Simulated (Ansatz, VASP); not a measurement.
**One calculation of KLaGa3, two programs**

```
CELL_PARAMETERS angstrom
0.00000 4.62727 0.00000
4.62727 0.00000 0.00000
2.31363 2.31363 -5.64309
ATOMIC_POSITIONS crystal
La 0.13360 0.13360 0.73280
K 0.52040 0.52040 0.95920
Ga 0.88270 0.38270 0.23460
Ga 0.38270 0.88270 0.23460
Ga 0.75150 0.75150 0.49700
```

Alike in both runs: task single point; functional r2SCAN; k mesh 4 × 4 × 4; no spin polarisation.

|  | VASP | Ansatz |
| --- | --- | --- |
| version | VASP 6.6.1 | Ansatz 0.2.0 |
| potentials or method | VASP PAW PBE potentials, release 64 (La, K_sv, Ga_d), cutoff 520 eV | PAW plane waves |
| occupations | fermi-dirac, width 0.1 eV | fermi-dirac |
| valence electrons in the cell | 59 | 59 |

```csv
,VASP,Ansatz,Ansatz less VASP
gap on the k mesh at the Fermi level (eV),none,none,-
pressure (GPa),3.9,3.8,-0.10
"traceless stress, the component that is largest in VASP (GPa)",2.96,2.97,+0.011
rms of the force components (eV/Å),0.665,0.656,-0.0089
```

VASP's potentials were made for PBE, not for r2SCAN. Atom by atom the forces differ by 0.009 eV/Å (rms over components). A gap of «none» marks a metal or a gap that the smearing closes.

The k mesh is coarse, so the values compare programs but aren't converged. Spin-orbit coupling is off throughout.
